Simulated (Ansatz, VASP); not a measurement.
## TePb in VASP and in Ansatz

INCAR

```
SYSTEM = TePb
  ALGO = Normal
  EDIFF = 1E-6
  ENCUT = 520
  GGA = PE
  ISIF = 2
  ISMEAR = 0
  LASPH = .TRUE.
  LCHARG = .TRUE.
  LELF = .TRUE.
  LREAL = .FALSE.
  LVHAR = .TRUE.
  LWAVE = .FALSE.
  NBANDS = 17
  NELM = 60
  PREC = Accurate
  SIGMA = 0.05
```

The input KPOINTS:

```
k-points
0
G
  8 8 8
  0 0 0
```

The input POSCAR:

```
TePb
1.0
    0.0000000000      3.4066380285      2.8956423242
    3.4066380285      0.0000000000      2.8956423242
    3.4066380285      3.4066380285      0.0000000000
Te Pb
1 1
Direct
    0.5000000000      0.5000000000      0.5000000000
    0.0000000000      0.0000000000      0.0000000000
```

Input for Ansatz:

```yaml
crystal:
  lattice:
    - [0.0, 3.4066380285, 2.8956423242]
    - [3.4066380285, 0.0, 2.8956423242]
    - [3.4066380285, 3.4066380285, 0.0]
  atoms:
    - { symbol: Te, position: [0.5, 0.5, 0.5] }
    - { symbol: Pb, position: [0.0, 0.0, 0.0] }
basis:
  ecutwfc: 420
kpoints:
  mp_grid: { grid: [8, 8, 8] }
hamiltonian:
  xc: pbe
scf:
  occupations: { method: gaussian, width: 0.05 }
output:
  forces: true
  stress: true
  eigenvalues: true
```

Alike in both runs: task single point; functional PBE; k mesh 8 × 8 × 8; occupations gaussian, width 0.05 eV; no spin polarisation.

|  | VASP | Ansatz |
| --- | --- | --- |
| version | VASP 6.6.1 | Ansatz 0.2.0 |
| potentials or method | VASP PAW PBE potentials, release 64 (Te, Pb_d), cutoff 520 eV | scalar-relativistic, plane waves, PAW |
| valence electrons in the cell | 20 | 30 |

Ansatz gave:

- gap on the k mesh at the Fermi level (eV): none
- pressure (GPa): 6.1
- traceless stress, the component that is largest in VASP (GPa): 17.15

Which values does VASP return?

gap on the k mesh at the Fermi level (eV): none; pressure (GPa): 6.1; traceless stress, the component that is largest in VASP (GPa): 17.10.

A gap of «none» marks a metal or a gap that the smearing closes. VASP's potentials hold 20 valence electrons a cell and Ansatz's 30, so a difference there can come from the potentials and not from the codes.

Spin-orbit coupling is off throughout.
